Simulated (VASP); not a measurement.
# TiB2 (P6/mmm) in VASP: further runs

TiB2 is run at these levels: PBE, PBEsol; tasks: single point.

Program: VASP 6.6.1. These are calculated values, not measurements. Logs are shortened: lines on timing, memory, paths and dates and some standing lists are left out, and cuts for length are marked.

**1. The cell of the first run**

It takes space group P6/mmm (No. 191, hexagonal). Conventional cell: a = 3.032 Å, b = 3.032 Å, c = 3.224 Å, α = 90.00°, β = 90.00°, γ = 120.00°. Ti (site symmetry 6/mmm) has 12 B at 2.38 Å and 6 Ti at 3.03 Å within 3.1 Å. B (site symmetry -6m2) has 3 B at 1.75 Å and 6 Ti at 2.38 Å within 2.4 Å.

**2. Single point, PBE**

Input file INCAR:

```
  ALGO = Normal
  EDIFF = 1E-6
  ENCUT = 520
  GGA = PE
  ISIF = 2
  ISMEAR = 1
  LASPH = True
  LCHARG = False
  LREAL = Auto
  LWAVE = False
  NBANDS = 132
  NELM = 60
  PREC = Accurate
  SIGMA = 0.1
```

Input file KPOINTS:

```
k-points
0
Gamma
  3 2 2
```

Input file POSCAR:

```
TiB2
1.0
    6.0635047162      0.0000000578      0.0000000000
   -4.5476286123      7.8767236369      0.0000000000
    0.0000000000      0.0000000000      6.4483601606
Ti B
12 24
Direct
    0.0000000000      0.0000000000      0.0000000000
    0.0000000000      0.0000000000      0.5000000000
    0.0000000000      0.3333333333      0.0000000000
    0.0000000000      0.3333333333      0.5000000000
    0.0000000000      0.6666666667      0.0000000000
    0.0000000000      0.6666666667      0.5000000000
    0.5000000000      0.0000000000      0.0000000000
    0.5000000000      0.0000000000      0.5000000000
    0.5000000000      0.3333333333      0.0000000000
    0.5000000000      0.3333333333      0.5000000000
    0.5000000000      0.6666666667      0.0000000000
    0.5000000000      0.6666666667      0.5000000000
    0.1666666666      0.2222222222      0.2500000000
    0.3333333334      0.1111111111      0.2500000000
    0.1666666666      0.2222222222      0.7500000000
    0.3333333334      0.1111111111      0.7500000000
    0.1666666666      0.5555555556      0.2500000000
    0.3333333334      0.4444444444      0.2500000000
    0.1666666666      0.5555555556      0.7500000000
    0.3333333334      0.4444444444      0.7500000000
    0.1666666666      0.8888888889      0.2500000000
    0.3333333334      0.7777777778      0.2500000000
    0.1666666666      0.8888888889      0.7500000000
    0.3333333334      0.7777777778      0.7500000000
    0.6666666666      0.2222222222      0.2500000000
    0.8333333333      0.1111111111      0.2500000000
    0.6666666666      0.2222222222      0.7500000000
    0.8333333333      0.1111111111      0.7500000000
    0.6666666666      0.5555555556      0.2500000000
    0.8333333333      0.4444444444      0.2500000000
    0.6666666666      0.5555555556      0.7500000000
    0.8333333333      0.4444444444      0.7500000000
    0.6666666666      0.8888888889      0.2500000000
    0.8333333333      0.7777777778      0.2500000000
    0.6666666666      0.8888888889      0.7500000000
    0.8333333333      0.7777777778      0.7500000000
```

Potentials or basis: VASP PAW PBE potentials, release 64 (Ti_sv, B).

Started as:

```console
cat potpaw_PBE.64/Ti_sv/POTCAR potpaw_PBE.64/B/POTCAR > POTCAR
mpirun -np 1 vasp_std > vasp.out
```

OUTCAR:

```text
EDIFF = 1E-6
   ENCUT = 520
   GGA = PE
   ISIF = 2
   ISMEAR = 1
   LASPH = True
   LREAL = Auto
   NELM = 60
   PREC = Accurate

 ion  position               nearest neighbor table
   1  0.000  0.000  0.000-  21 2.38  23 2.38  13 2.38  15 2.38  34 2.38  36 2.38  26 2.38  28 2.38
                            33 2.38  14 2.38  35 2.38  16 2.38
   2  0.000  0.000  0.500-  21 2.38  23 2.38  13 2.38  15 2.38  34 2.38  36 2.38  26 2.38  28 2.38
                            33 2.38  14 2.38  35 2.38  16 2.38
   3  0.000  0.333  0.000-  13 2.38  15 2.38  26 2.38  28 2.38  30 2.38  32 2.38  27 2.38  20 2.38
                            25 2.38  18 2.38  19 2.38  17 2.38
   4  0.000  0.333  0.500-  13 2.38  15 2.38  26 2.38  28 2.38  30 2.38  32 2.38  27 2.38  20 2.38
                            25 2.38  18 2.38  19 2.38  17 2.38
   5  0.000  0.667  0.000-  17 2.38  19 2.38  21 2.38  23 2.38  34 2.38  36 2.38  29 2.38  31 2.38
                            22 2.38  24 2.38  30 2.38  32 2.38
   6  0.000  0.667  0.500-  17 2.38  19 2.38  21 2.38  23 2.38  34 2.38  36 2.38  29 2.38  31 2.38
                            22 2.38  24 2.38  30 2.38  32 2.38
   7  0.500  0.000  0.000-  14 2.38  16 2.38  33 2.38  35 2.38  25 2.38  27 2.38  22 2.38  24 2.38
                            26 2.38  28 2.38  23 2.38  21 2.38
   8  0.500  0.000  0.500-  14 2.38  16 2.38  33 2.38  35 2.38  25 2.38  27 2.38  22 2.38  24 2.38
                            26 2.38  28 2.38  23 2.38  21 2.38
   9  0.500  0.333  0.000-  25 2.38  27 2.38  18 2.38  20 2.38  14 2.38  16 2.38  30 2.38  32 2.38
[... 41 lines left out ...]
  30  0.833  0.444  0.250-  25 1.75  17 1.75  29 1.75  10 2.38   9 2.38   4 2.38   3 2.38   6 2.38
                             5 2.38
  31  0.667  0.556  0.750-  20 1.75  36 1.75  32 1.75  12 2.38  11 2.38   6 2.38   5 2.38  10 2.38
                             9 2.38
  32  0.833  0.444  0.750-  27 1.75  19 1.75  31 1.75  10 2.38   9 2.38   4 2.38   3 2.38   6 2.38
                             5 2.38
  33  0.667  0.889  0.250-  22 1.75  26 1.75  34 1.75   8 2.38   7 2.38  12 2.38  11 2.38   2 2.38
                             1 2.38
  34  0.833  0.778  0.250-  29 1.75  21 1.75  33 1.75   2 2.38   1 2.38  12 2.38  11 2.38   6 2.38
                             5 2.38
  35  0.667  0.889  0.750-  24 1.75  28 1.75  36 1.75   8 2.38   7 2.38  12 2.38  11 2.38   2 2.38
                             1 2.38
  36  0.833  0.778  0.750-  31 1.75  23 1.75  35 1.75   2 2.38   1 2.38  12 2.38  11 2.38   6 2.38
                             5 2.38

  LATTYP: Found a simple monoclinic cell.
 ALAT       =     6.0635047162
 B/A-ratio  =     1.0634707916
 C/A-ratio  =     1.3228756555
 COS(beta)  =    -0.1889822365

  Lattice vectors:

 A1 = (   6.0635047162,   0.0000000578,   0.0000000000)
 A2 = (   0.0000000000,   0.0000000000,   6.4483601606)
 A3 = (  -1.5158761039,  -7.8767236947,   0.0000000000)

Analysis of symmetry for initial positions (statically):
=====================================================================
 Subroutine PRICEL returns following result:

  LATTYP: Found a hexagonal cell.
 ALAT       =     3.0317523581
 C/A-ratio  =     1.0634707916

  Lattice vectors:

 A1 = (   3.0317523581,   0.0000000289,   0.0000000000)
 A2 = (  -1.5158762039,   2.6255745454,   0.0000000000)
 A3 = (   0.0000000000,   0.0000000000,   3.2241800803)

  12 primitive cells build up your supercell.

 Routine SETGRP: Setting up the symmetry group for a
 simple monoclinic supercell.

 Subroutine GETGRP returns: Found  4 space group operations
 (whereof  4 operations were pure point group operations)
 out of a pool of  4 trial point group operations.

The static configuration has the point symmetry C_2h.

Analysis of symmetry for dynamics (positions and initial velocities):
=====================================================================
 Subroutine PRICEL returns following result:

  LATTYP: Found a hexagonal cell.
 ALAT       =     3.0317523581
 C/A-ratio  =     1.0634707916

  Lattice vectors:

 A1 = (   3.0317523581,   0.0000000289,   0.0000000000)
 A2 = (  -1.5158762039,   2.6255745454,   0.0000000000)
 A3 = (   0.0000000000,   0.0000000000,   3.2241800803)

  12 primitive cells build up your supercell.

 Routine SETGRP: Setting up the symmetry group for a
 simple monoclinic supercell.

 Subroutine GETGRP returns: Found  4 space group operations
 (whereof  4 operations were pure point group operations)
 out of a pool of  4 trial point group operations.

The dynamic configuration has the point symmetry C_2h.

 Subroutine INISYM returns: Found  4 space group operations
 (whereof  4 operations are pure point group operations),
 and found    12 'primitive' translations
[... 50 lines left out ...]
|           W    W   A  A   R    R  NN   N  II  NN   N  G    G  !!!           |
|           W    W  A    A  R    R  N N  N  II  N N  N  G       !!!           |
|           W WW W  AAAAAA  RRRRR   N  N N  II  N  N N  G  GGG   !            |
|           WW  WW  A    A  R   R   N   NN  II  N   NN  G    G                |
|           W    W  A    A  R    R  N    N  II  N    N   GGGG   !!!           |
|                                                                             |
|     Your reciprocal lattice and k-lattice belong to different lattice       |
|     classes:                                                                |
|                                                                             |
|        The reciprocal lattice is simple monoclinic,                         |
|        whereas your k-lattice is hexagonal.                                 |
|                                                                             |
|     Results are often still useful ...                                      |
|                                                                             |
 -----------------------------------------------------------------------------

 Subroutine IBZKPT returns following result:
 ===========================================

 Found      8 irreducible k-points:

 Following reciprocal coordinates:
            Coordinates               Weight
  0.000000  0.000000  0.000000      1.000000
  0.333333  0.000000  0.000000      2.000000
 -0.000000  0.500000  0.000000      1.000000
  0.333333  0.500000  0.000000      2.000000
  0.000000  0.000000  0.500000      1.000000
  0.333333  0.000000  0.500000      2.000000
 -0.000000  0.500000  0.500000      1.000000
  0.333333  0.500000  0.500000      2.000000
   k-points           NKPTS =      8   k-points in BZ     NKDIM =      8   number of bands    NBANDS=    132
   number of dos      NEDOS =    301   number of ions     NIONS =     36
   total plane-waves  NPLWV = 161280
   dimension x,y,z NGX =    48 NGY =   70 NGZ =   48
   dimension x,y,z NGXF=    96 NGYF=  140 NGZF=   96
   ions per type =              12  24
   NGX,Y,Z   is equivalent  to a cutoff of  13.16, 12.79, 12.37 a.u.
   NGXF,Y,Z  is equivalent  to a cutoff of  26.32, 25.59, 24.75 a.u.
 SYSTEM =  unknown system
   PREC   = accura    normal or accurate (medium, high low for compatibility)
   ISTART =      0    job   : 0-new  1-cont  2-samecut
   ICHARG =      2    charge: 1-file 2-atom 10-const
   ISPIN  =      1    spin polarized calculation?
   LNONCOLLINEAR =      F non collinear calculations
   LSORBIT =      F    spin-orbit coupling
   LASPH  =      T    aspherical Exc in radial PAW
   ENCUT  =  520.0 eV  38.22 Ry    6.18 a.u.  11.27 16.91 11.99*2*pi/ulx,y,z
   NELM   =     60;   NELMIN=  2; NELMDL= -5     # of ELM steps
   EDIFF  = 0.1E-05   stopping-criterion for ELM
   LREAL  =      T    real-space projection
   EDIFFG = 0.1E-04   stopping-criterion for IOM
   NSW    =      0    number of steps for IOM
   IBRION =     -1    ionic relax: 0-MD 1-quasi-New 2-CG
   NFREE  =      0    steps in history (QN), initial steepest desc. (CG)
   ISIF   =      2    stress and relaxation
   ISYM   =      2    0-nonsym 1-usesym 2-fastsym
   POTIM  = 0.5000    time-step for ionic-motion
   TEBEG  =    0.0;   TEEND  =   0.0 temperature during run
   PSTRESS=    0.0 pullay stress
   NELECT =     216.0000    total number of electrons
   NUPDOWN=      -1.0000    fix difference up-down
   EMIN   =  10.00;   EMAX   =-10.00  energy-range for DOS
   EFERMI =   0.00;   METHOD = LEGACY
   ISMEAR =     1;   SIGMA  =   0.10  broadening in eV -4-tet -1-fermi 0-gaus
   EFERMI_NEDOS =   21; number of points for ismear=-14 and -15
   IALGO  =     38    algorithm
   IMIX   =      4    mixing-type and parameters
     AMIX     =   0.40;   BMIX     =  1.00
     AMIX_MAG =   1.60;   BMIX_MAG =  1.00
  volume/ion in A,a.u.               =       8.55        57.73
  Fermi-wavevector in a.u.,A,eV,Ry     =   1.454521  2.748645 28.784896  2.115630
  Thomas-Fermi vector in A             =   2.571662
   LORBIT       =      0    0 simple, 1 ext, 2 COOP (PROOUT), +10 PAW based schemes
   GGA     = PE    functional components
   LHFCALC =     F    Hartree Fock is set to
   AEXX    =    0.0000 exact exchange contribution
   IVDW    =     0    specifies the selected vdW correction
   LEPSILON=     F    determine dielectric tensor
   LRPA    =     F    only Hartree local field effects (RPA)
 non-spin polarized calculation
 Methfessel and Paxton  Order N= 1 SIGMA  =   0.10
  energy-cutoff  :      520.00
  volume of cell :      307.98
 maximum number of plane-waves:      8324
 NGX is ok and might be reduce to    48
   NGX = 23   NGY = 33   NGZ = 23

 number of electron     216.0000008 magnetization

 Free energy of the ion-electron system (eV)
  ---------------------------------------------------
  ext. energy  EPLUGINS =         0.00000000
  ---------------------------------------------------
  free energy    TOTEN  =      -292.72917360 eV

  energy without entropy =     -292.72569654  energy(sigma->0) =     -292.72801458

 E-fermi :   9.9008     XC(G=0): -12.7678

 val. band max:        9.7967605857   @ k =   0.0000   0.0000   0.0000
 cond. band min:       9.9610935625   @ k =  -0.0000   0.5000   0.0000
 fundamental gap:      0.1643329767
 Fermi energy:         9.9007872783

 k-point     1 :       0.0000    0.0000    0.0000
  band No.  band energies     occupation
      1     -46.9692      2.00000
      2     -46.9543      2.00000
      3     -46.9288      2.00000
      4     -46.9288      2.00000
      5     -46.9153      2.00000
      6     -46.9153      2.00000
[... 973 lines left out ...]
    119      11.6142     -0.00000
    120      11.6142     -0.00000
 [bands above 120 left out]

------------------------ aborting loop because EDIFF is reached ----------------------------------------

  FORCE on cell =-STRESS in cart. coord.  units (eV):
  Direction    XX          YY          ZZ          XY          YZ          ZX
  --------------------------------------------------------------------------------------
  -------------------------------------------------------------------------------------
  Total        3.8221698      3.8094099     -5.4698540      0.0887386      0.0000000      0.0000000
  in kB       19.8839173     19.8175365    -28.4555971      0.4616411      0.0000000      0.0000000
  external PRESSURE =       3.7486189 kB  Pullay stress =       0.0000000 kB

 VOLUME and BASIS-vectors are now :
 -----------------------------------------------------------------------------
  energy-cutoff  :      520.00
  volume of cell :      307.98
      direct lattice vectors                 reciprocal lattice vectors
     6.063504716  0.000000058  0.000000000     0.164921121  0.095217256  0.000000000
    -4.547628612  7.876723637  0.000000000    -0.000000001  0.126956339  0.000000000
     0.000000000  0.000000000  6.448360161     0.000000000  0.000000000  0.155078187

 POSITION                                       TOTAL-FORCE (eV/Angst)
 -----------------------------------------------------------------------------------
      0.00000      0.00000      0.00000         0.000000      0.000000      0.000000
      0.00000      0.00000      3.22418         0.000000      0.000000      0.000000
     -1.51588      2.62557      0.00000         0.000000      0.000000     -0.000000
     -1.51588      2.62557      3.22418         0.000000      0.000000     -0.000000
     -3.03175      5.25115      0.00000         0.000000      0.000000     -0.000000
     -3.03175      5.25115      3.22418         0.000000      0.000000     -0.000000
[... 28 lines left out ...]
     -0.00000      7.00153      4.83627        -0.000339     -0.000327      0.000000
      1.51588      6.12634      4.83627         0.000339      0.000327      0.000000
 -----------------------------------------------------------------------------------
    total drift:                                0.000000      0.000000      0.000000

  FREE ENERGIE OF THE ION-ELECTRON SYSTEM (eV)
  ---------------------------------------------------
  free  energy   TOTEN  =      -292.7291735987 eV

  energy  without entropy=     -292.7256965444  energy(sigma->0) =     -292.72801458
```

Run time: 6.5 min. Hardware: 1 thread of Intel Xeon Platinum 8559C (Emerald Rapids), shared host; peak memory 0.49 GiB.

Results:

```
Free energy            : -292.7292 eV
Pressure               : 0.4 GPa
Band gap on the k mesh : zero (bands 108 and 109 overlap by 0.59 eV)
```

Caveat: the k points lie up to 0.49 Å⁻¹ apart, too coarse for converged energies and pressures of a metal.

**3. Single point, PBEsol**

Input file INCAR:

```
SYSTEM = TiB2
ALGO = Normal
EDIFF = 1E-7
ENCUT = 520
GGA = PS
ISIF = 2
ISMEAR = 1
LASPH = .True.
LCHARG = .False.
LREAL = Auto
LWAVE = .False.
NBANDS = 132
NELM = 100
PREC = Accurate
SIGMA = 0.1
```

Input file KPOINTS:

```
k-points
0
Gamma
  3 2 2
  0 0 0
```

POSCAR is that of step 2.

Potentials or basis: VASP PAW PBE potentials, release 64 (Ti_sv, B).

Started as:

```console
cat potpaw_PBE.64/Ti_sv/POTCAR potpaw_PBE.64/B/POTCAR > POTCAR
mpirun -np 1 vasp_std > vasp.out
```

Run time: 7.6 min. Hardware: 1 thread of Intel Xeon Platinum 8559C (Emerald Rapids), shared host; peak memory 0.49 GiB.

Results (log left out):

* Free energy: -308.9766 eV
* Pressure: -4.8 GPa
* Band gap on the k mesh: zero (bands 108 and 109 overlap by 0.59 eV)

Stress tensor (GPa, compression positive):
```
-2.56  0.05  0.00
 0.05 -2.57  0.00
 0.00  0.00 -9.34
```

Levels at points of the mesh, in eV from the Fermi level:
```csv
k point,band 104,band 105,band 106,band 107,band 108,band 109,band 110,band 111,band 112,band 113
"(0.00, 0.00, 0.00)",-0.43,-0.43,-0.36,-0.36,-0.11,-0.11,0.06,0.06,0.53,0.53
"(0.00, 0.50, 0.00)",-1.83,-0.51,-0.51,-0.36,-0.36,0.06,0.06,1.03,1.03,1.42
"(0.00, 0.00, 0.50)",-1.77,-1.77,-1.77,0.48,0.48,0.69,0.69,0.69,0.69,1.70
"(0.00, 0.50, 0.50)",-2.05,-0.54,-0.54,-0.54,-0.54,0.86,0.86,0.86,0.86,1.34
```

Caveat: the k points lie up to 0.49 Å⁻¹ apart, too coarse for converged energies and pressures of a metal; the PAW data sets were made with another functional, which shifts forces and pressure a little.
